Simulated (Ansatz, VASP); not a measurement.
# CaSe in VASP and in Ansatz

```xyz
2
Lattice="0.0000 2.7085 3.5210 2.7085 0.0000 3.5210 2.7085 2.7085 0.0000" Properties=species:S:1:pos:R:3 pbc="T T T"
Ca    0.0000    0.0000    0.0000
Se    2.7085    2.7085    3.5210
```

Alike in both runs: task single point; functional PBEsol; k mesh 10 × 10 × 10; occupations gaussian, width 0.05 eV; no spin polarisation.

```csv
,VASP,Ansatz
version,VASP 6.6.1,Ansatz 0.2.0
potentials or method,"VASP PAW PBE potentials, release 64 (Ca_sv, Se), cutoff 520 eV","scalar-relativistic, plane waves, PAW"
valence electrons in the cell,16,26
```

|  | VASP | Ansatz | Ansatz less VASP |
| --- | --- | --- | --- |
| gap on the k mesh at the Fermi level (eV) | 1.81 | 1.83 | +0.020 |
| least direct gap on the mesh (eV) | 1.94 | 1.96 | +0.016 |
| pressure (GPa) | 6.5 | 6.2 | -0.26 |
| traceless stress, the component that is largest in VASP (GPa) | -12.66 | -12.42 | +0.249 |

VASP's potentials were made for PBE, not for PBEsol. The functional is the same, so the differences come from potentials, cutoffs and numerics. VASP's potentials hold 16 valence electrons a cell and Ansatz's 26, so a difference there can come from the potentials and not from the codes.
